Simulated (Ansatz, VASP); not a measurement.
Given: the input of a run of VASP 6.6.1 on LiFeN.

File INCAR:

```
PREC = Accurate
ENCUT = 880
EDIFF = 1E-6
ISMEAR = -1
SIGMA = 0.05
LREAL = F
LASPH = T
NELM = 200
ALGO = Normal
ISIF = 2
LWAVE = F
LCHARG = T
ISPIN = 2
MAGMOM = 0.55 0 0
LORBIT = 11
LMAXMIX = 4
GGA = PE
LELF = T
LVHAR = T
NBANDS = 23
GGA_COMPAT = F
```

The input KPOINTS:

```
regular mesh
0
Gamma
  10 10 7
```

Contents of POSCAR:

```
LiFeN
1.0
    3.1006003459      0.0000000000      0.0000000000
   -1.5503001729      2.6851986665      0.0000000000
    0.0000000000      0.0000000000      4.1453390000
Fe N Li
1 1 1
Direct
    0.3333333333      0.6666666667      0.5000000000
    0.0000000000      0.0000000000      0.5000000000
    0.0000000000      0.0000000000      0.0000000000
```

Potentials or basis: VASP PAW PBE potentials, release 64 (Fe_sv, N, Li_sv).

Launch:

```sh
$ cat potpaw_PBE.64/Fe_sv/POTCAR potpaw_PBE.64/N/POTCAR potpaw_PBE.64/Li_sv/POTCAR > POTCAR
$ mpirun -np 1 vasp_std > vasp.out
```

Problem. Translate it to Ansatz 0.2.0. Potentials there: Ansatz PAW.

Solution. As run (the cutoff follows the program's own potentials):

The input input.yaml:

```yaml
crystal:
  lattice:
    - [3.1006003459, 0.0, 0.0]
    - [-1.5503001729, 2.6851986665, 0.0]
    - [0.0, 0.0, 4.145339]
  atoms:
    - { symbol: Fe, position: [0.3333333333, 0.6666666667, 0.5], spin: 0.55 }
    - { symbol: "N", position: [0.0, 0.0, 0.5] }
    - { symbol: Li, position: [0.0, 0.0, 0.0] }
hamiltonian:
  xc: pbe
  pseudopotentials: { kind: paw }
magnetization:
  spin_polarized: true
kpoints:
  mp_grid: { grid: [10, 10, 7] }
scf:
  occupations: { method: fermi_dirac, width: 0.05 }
output:
  forces: true
  stress: true
  eigenvalues: true
```

Potentials or basis: Ansatz PAW.

The run is started by

```sh
$ ansatz run input.yaml --threads 2 --pin off --max-ram 5632MiB --backend cpu --events-out ev --progress --plain --runs-dir out
```

Both were run:

|  | VASP | Ansatz | Ansatz less VASP |
| --- | --- | --- | --- |
| gap on the k mesh at the Fermi level (eV) | none | none | - |
| pressure (GPa) | -1.5 | -1.1 | +0.33 |
| traceless stress, the component that is largest in VASP (GPa) | 0.68 | 0.54 | -0.144 |
| net moment per atom (μB) | 0.04 | 0.04 | -0.001 |
| size of the moment on the site where the two differ most (μB) | 0.11 | 0.10 | -0.011 |

Site moments also hang on the region over which each program counts them. A gap of «none» marks a metal or a gap that the smearing closes. The functional is the same, so the differences come from potentials, cutoffs and numerics.
